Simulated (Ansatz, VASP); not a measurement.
## Two plane-wave programs on LiH

The input POSCAR:

```
LiH
1.0
    0.0000000000      2.0029948335      2.0029948335
    2.0029948335      0.0000000000      2.0029948335
    2.0029948335      2.0029948335      0.0000000000
Li H
1 1
Direct
    0.0000000000      0.0000000000      0.0000000000
    0.5000000000      0.5000000000      0.5000000000
```

Contents of INCAR.step1:

```
PREC = Accurate ; ENCUT = 520
EDIFF = 1E-5 ; ISMEAR = 0
SIGMA = 0.01 ; LREAL = False
LASPH = True ; NELM = 80
ALGO = Normal ; ISIF = 2
LWAVE = True ; LCHARG = False
NBANDS = 9 ; GGA = PE
```

INCAR.step2

```
PREC = Accurate ; ENCUT = 520
EDIFF = 1E-6 ; ISMEAR = 0
SIGMA = 0.01 ; LREAL = False
LASPH = True ; NELM = 80
ALGO = Normal ; ISIF = 2
LWAVE = False ; LCHARG = False
GGA = PE ; LHFCALC = True
AEXX = 0.2 ; HFSCREEN = 0.5
PRECFOCK = Normal ; NBANDS = 9
ISTART = 1
```

Contents of KPOINTS:

```
Automatic mesh
0
Gamma
  6 6 6
```

Input for Ansatz:

```yaml
crystal:
  lattice:
    - [0.0, 2.0029948335, 2.0029948335]
    - [2.0029948335, 0.0, 2.0029948335]
    - [2.0029948335, 2.0029948335, 0.0]
  atoms:
    - { symbol: Li, position: [0.0, 0.0, 0.0] }
    - { symbol: H, position: [0.5, 0.5, 0.5] }
kpoints:
  mp_grid: { grid: [6, 6, 6] }
hamiltonian:
  xc: { exchange: pbe, correlation: pbe, exx: { coeff: 0.2, omega: 0.5 } }
scf:
  occupations: { method: fixed }
  n_extra_bands: 4
output:
  forces: true
  stress: true
  eigenvalues: true
```

Alike in both runs: task single point; functional PBE-based screened hybrid; k mesh 6 × 6 × 6; no spin polarisation.

|  | VASP | Ansatz |
| --- | --- | --- |
| version | VASP 6.6.1 | Ansatz 0.2.0 |
| potentials or method | VASP PAW PBE potentials, release 64 (Li_sv, H) | plane waves |
| plane-wave cutoff (eV) | 520 | 420 |
| occupations | gaussian, width 0.01 eV | fixed |
| valence electrons in the cell | 4 | 4 |

|  | VASP | Ansatz | Ansatz less VASP |
| --- | --- | --- | --- |
| gap on the k mesh at the Fermi level (eV) | 3.38 | 3.38 | +0.003 |

VASP's potentials were made for PBE, not for PBE-based screened hybrid. Ansatz's warnings: stress exchange threshold loose, stress scf threshold loose.

The k mesh is coarse, so the values compare programs but aren't converged. Noted on VASP's run: the cutoff is short for stress, so the pressure is rough.
